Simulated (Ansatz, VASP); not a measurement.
## As: VASP beside Ansatz

```
As
1.0
     4.05492    0.00000    0.00000
    -2.02746    3.51166    0.00000
     0.00000    0.00000    3.24854
As
2
Cartesian
  0.0000 2.3411 0.0000
  2.0275 1.1706 0.0000
```

Alike in both runs: task single point; functional PBE; k mesh 6 × 6 × 6; occupations gaussian, width 0.1 eV; no spin polarisation.

|  | VASP | Ansatz |
| --- | --- | --- |
| version | VASP 6.6.1 | Ansatz 0.2.0 |
| potentials or method | VASP PAW PBE potentials, release 64 (As), cutoff 500 eV | scalar-relativistic, plane waves, PAW |
| valence electrons in the cell | 10 | 30 |

```csv
,VASP,Ansatz,Ansatz less VASP
gap on the k mesh at the Fermi level (eV),none,none,-
pressure (GPa),15.6,15.2,-0.46
"traceless stress, the component that is largest in VASP (GPa)",-20.11,-19.73,+0.375
```

A gap of «none» marks a metal or a gap that the smearing closes. The functional is the same, so the differences come from potentials, cutoffs and numerics. VASP's potentials hold 10 valence electrons a cell and Ansatz's 30, so a difference there can come from the potentials and not from the codes.
